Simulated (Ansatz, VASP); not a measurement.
# Two plane-wave programs on Sr2ReIrO6

```
Re Ir O Sr
1.0
     0.00000    5.62633    0.00000
     5.62633    0.00000    0.00000
     2.81317    2.81317   -4.01687
Re Ir O Sr
1 1 6 2
Direct
  0.50000 0.50000 0.00000
  0.00000 0.00000 0.00000
  0.20083 0.31262 0.00000
  0.31262 0.79917 0.00000
  0.79917 0.68738 0.00000
  0.68738 0.20083 0.00000
  0.25780 0.25780 0.48441
  0.74220 0.74220 0.51559
  0.75000 0.25000 0.50000
  0.25000 0.75000 0.50000
```

Alike in both runs: functional r2SCAN; k mesh 5 × 5 × 5; occupations fermi-dirac, width 0.1145 eV; no spin polarisation.

Ansatz relaxed the structure, and its values are those at the end. VASP's run is a single point on that final structure, the one shown.

|  | VASP | Ansatz |
| --- | --- | --- |
| version | VASP 6.6.1 | Ansatz 0.2.0 |
| potentials or method | VASP PAW PBE potentials, release 64 (Re, Ir, O, Sr_sv), cutoff 520 eV | PAW plane waves |
| valence electrons in the cell | 72 | 88 |

Ansatz gave:

```
pressure (GPa)                     : -5.0
rms of the force components (eV/Å) : 0.003
```

**Question.** Estimate VASP's values.

**Answer.** Pressure (GPa): -2.6; rms of the force components (eV/Å): 0.087.

VASP's potentials were made for PBE, not for r2SCAN. With one functional, cell and mesh, what is left measures potentials, basis and numerics. VASP's potentials hold 72 valence electrons a cell and Ansatz's 88, so a difference there can come from the potentials and not from the codes. Ansatz's warnings: stress scf threshold loose.

Neither program's run includes spin-orbit coupling.
